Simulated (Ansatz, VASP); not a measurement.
# One calculation of SrO, two programs

INCAR

```
SYSTEM = SrO
PREC     = Accurate       ! precision mode
ENCUT    = 520            ! plane-wave cutoff, eV
EDIFF    = 1E-6           ! SCF threshold, eV
ISMEAR   = 0              ! smearing method
SIGMA    = 0.05           ! smearing width, eV
LREAL    = .FALSE.        ! projectors in reciprocal space
LASPH    = .TRUE.         ! aspherical terms in the spheres
NELM     = 60             ! most SCF steps
ALGO     = Normal         ! electronic algorithm
ISIF     = 2              ! what is computed and relaxed
LWAVE    = .FALSE.        ! write WAVECAR
LCHARG   = .FALSE.        ! write CHGCAR
GGA      = CA             ! functional
NBANDS   = 24             ! bands
```

The input KPOINTS:

```
regular mesh
0
G
  9 9 8
  0 0 0
```

The input POSCAR:

```
SrO
1.0
    0.0000000000     -2.4688803779     -2.4688803779
   -2.4688803779      0.0000000000     -2.4688803779
    2.4688803779      2.4688803779     -4.9377607559
Sr O
2 2
Direct
   -0.0024517324     -0.0024517324     -0.0024517324
    0.4975482676      0.4975482676      0.4975482676
    0.7634271390      0.7634271390      0.7634271390
    0.2634271390      0.2634271390      0.2634271390
```

Input for Ansatz:

```yaml
crystal:
  lattice:
    - [0.0, -2.4688803779, -2.4688803779]
    - [-2.4688803779, 0.0, -2.4688803779]
    - [2.4688803779, 2.4688803779, -4.9377607559]
  atoms:
    - { symbol: Sr, position: [-0.0024517324, -0.0024517324, -0.0024517324] }
    - { symbol: Sr, position: [0.4975482676, 0.4975482676, 0.4975482676] }
    - { symbol: O, position: [0.763427139, 0.763427139, 0.763427139] }
    - { symbol: O, position: [0.263427139, 0.263427139, 0.263427139] }
basis:
  ecutwfc: 520.0
kpoints:
  mp_grid: { grid: [9, 9, 8] }
hamiltonian:
  xc: lda
  pseudopotentials: { kind: paw }
scf:
  occupations: { method: gaussian, width: 0.05 }
output:
  forces: true
  stress: true
  eigenvalues: true
```

Change from the starting cell: mode 8 frozen in at -0.136 Å, equal normal strain along x, y and z -0.0250.

Alike in both runs: task single point; functional LDA; k mesh 9 × 9 × 8; occupations gaussian, width 0.05 eV; no spin polarisation.

|  | VASP | Ansatz |
| --- | --- | --- |
| version | VASP 6.6.1 | Ansatz 0.2.0 |
| potentials or method | VASP PAW LDA potentials, release 64 (Sr_sv, O), cutoff 520 eV | scalar-relativistic, plane waves, PAW |
| valence electrons in the cell | 32 | 32 |

|  | VASP | Ansatz | Ansatz less VASP |
| --- | --- | --- | --- |
| gap on the k mesh at the Fermi level (eV) | 3.03 | 3.09 | +0.060 |
| least direct gap on the mesh (eV) | 3.06 | 3.12 | +0.060 |
| pressure (GPa) | 11.5 | 10.3 | -1.22 |
| traceless stress, the component that is largest in VASP (GPa) | 3.33 | 3.15 | -0.183 |
| rms of the force components (eV/Å) | 0.396 | 0.372 | -0.0247 |

LDA's correlation is that of Perdew and Zunger in VASP and of Perdew and Wang (1992) in Ansatz. Atom by atom the forces differ by 0.025 eV/Å (rms over components).
